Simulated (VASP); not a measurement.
Write the native input for VASP 6.6.1 that does the following.

```
Task                   : relaxation of shape and atoms at fixed volume
Functional             : PBE
Potentials or basis    : VASP PAW PBE potentials, release 64 (Ni)
Cutoff                 : 600 eV
k mesh                 : 17 × 17 × 10
Occupations            : fermi-dirac, width 0.08 eV
Spin                   : collinear spin, ferromagnetic start
Starting moments       : [1.0, 1.0] μB
Dipole correction      : no
Further INCAR settings : ALGO = Normal; EDIFF = 1e-07; IBRION = 2; EDIFFG = -0.005; NSW = 50; ISIF = 4
```

The structure of Ni lies in POSCAR:

```
Ni
1.0
    2.1884288753      0.0000000000      0.0000000000
   -1.0942144377      1.8952350004      0.0000000000
    0.0000000000      0.0000000000      3.5872870026
Ni
2
Direct
    0.3333333333      0.6666666667      0.2500000000
    0.6666666667      0.3333333333      0.7500000000
```

One way to write it, as run:

INCAR

```
PREC     = Accurate       # precision mode
ENCUT    = 600            # plane-wave cutoff, eV
EDIFF    = 1E-7           # SCF threshold, eV
ISMEAR   = -1             # smearing method
SIGMA    = 0.08           # smearing width, eV
LREAL    = False          # projectors in reciprocal space
LASPH    = True           # aspherical terms in the spheres
NELM     = 150            # most SCF steps
ALGO     = Normal         # electronic algorithm
ISIF     = 4              # what is computed and relaxed
LWAVE    = False          # write WAVECAR
LCHARG   = False          # write CHGCAR
ISPIN    = 2              # spin polarisation
MAGMOM   = 1 1            # initial moments
LORBIT   = 11             # projections on sites
LMAXMIX  = 4              # l up to which the mixer works
GGA      = PE             # functional
IBRION   = 2              # ionic algorithm
NSW      = 50             # ionic steps
EDIFFG   = -0.005         # ionic threshold
```

KPOINTS

```
Automatic mesh
0
Gamma
  17 17 10
```

Potentials or basis: VASP PAW PBE potentials, release 64 (Ni).

Launch:

```console
$ cat potpaw_PBE.64/Ni/POTCAR > POTCAR
$ mpirun -np 1 vasp_std > vasp.out
```

It gave:

```yaml
Energy_gained_by_relaxing: 0.0 meV/atom
Ionic_steps: 3
Pressure_after_relaxing: 189.5 GPa
Net_moment: 1.00 μB per cell
Site_moments: Ni +0.48 μB
```

It took 3.4 min on 1 thread of Intel(R) Xeon(R) Platinum 8259CL CPU @ 2.50GHz (Skylake/Cascade Lake) (shared host), peak memory 0.2 GiB.
